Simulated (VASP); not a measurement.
Set up this calculation in VASP 6.6.1, as the native input.

```
Task                   : relaxation of cell and atoms
Functional             : PBE
Potentials or basis    : VASP PAW PBE potentials, release 64 (Ta_pv, Si, O)
Cutoff                 : 600 eV
k mesh                 : 6 × 6 × 4
Occupations            : gaussian, width 0.1 eV
Spin                   : no spin polarisation
Dipole correction      : no
Further INCAR settings : ALGO = Normal; EDIFF = 1e-07; IBRION = 2; EDIFFG = -0.04; NSW = 90; ISIF = 3
```

The structure of TaSiO4 lies in POSCAR:

```
TaSiO4
1.0
    3.4816851800      0.0000000000      0.0000000000
    0.0000000000      3.4816851800      0.0000000000
    0.0000000000      0.0000000000      4.9298129400
Ta Si O
1 1 4
Direct
    0.5000000000      0.5000000000      0.5000000000
    0.0000000000      0.0000000000      0.0000000000
    0.5000000000      0.0000000000      0.7458124800
    0.0000000000      0.5000000000      0.2541875200
    0.5000000000      0.0000000000      0.2541875200
    0.0000000000      0.5000000000      0.7458124800
```

The cell was built from a structure type or drawn by symmetry, and may not be a known phase.

The input as run:

INCAR

```
PREC = Accurate ; ENCUT = 600
EDIFF = 1E-7 ; ISMEAR = 0
SIGMA = 0.1 ; LREAL = F
LASPH = T ; NELM = 80
ALGO = Normal ; ISIF = 3
LWAVE = F ; LCHARG = F
GGA = PE ; IBRION = 2
NSW = 90 ; EDIFFG = -0.04
```

KPOINTS

```
Automatic mesh
0
Gamma
  6 6 4
```

Potentials or basis: VASP PAW PBE potentials, release 64 (Ta_pv, Si, O).

Launch:

```bash
$ cat potpaw_PBE.64/Ta_pv/POTCAR potpaw_PBE.64/Si/POTCAR potpaw_PBE.64/O/POTCAR > POTCAR
$ mpirun -np 1 vasp_std > vasp.out
```

It gave:

```json
{
  "Relaxed volume": "9.42 Å³/atom",
  "Relaxed cell": "a = 3.401 Å, b = 3.401 Å, c = 4.888 Å, α = 90.00°, β = 90.00°, γ = 90.00°",
  "Space group after relaxing (to 0.1 Å)": "P4/mmm (No. 123)",
  "Energy gained by relaxing": "33.7 meV/atom",
  "Ionic steps": "5",
  "Pressure after relaxing": "0.1 GPa",
  "Largest force after relaxing": "0.008 eV/Å",
  "Band gap on the k mesh": "zero (an odd number of electrons rules out a gap without spin polarisation)"
}
```

Caveat: spin-orbit coupling is left out, which moves the levels of the heavy elements; an odd number of electrons without spin polarisation forces a metal; a magnetic or distorted state may lie lower.

It took 3.2 min on 1 thread of AMD EPYC 7R13, with other jobs on the host, peak memory 0.19 GiB.
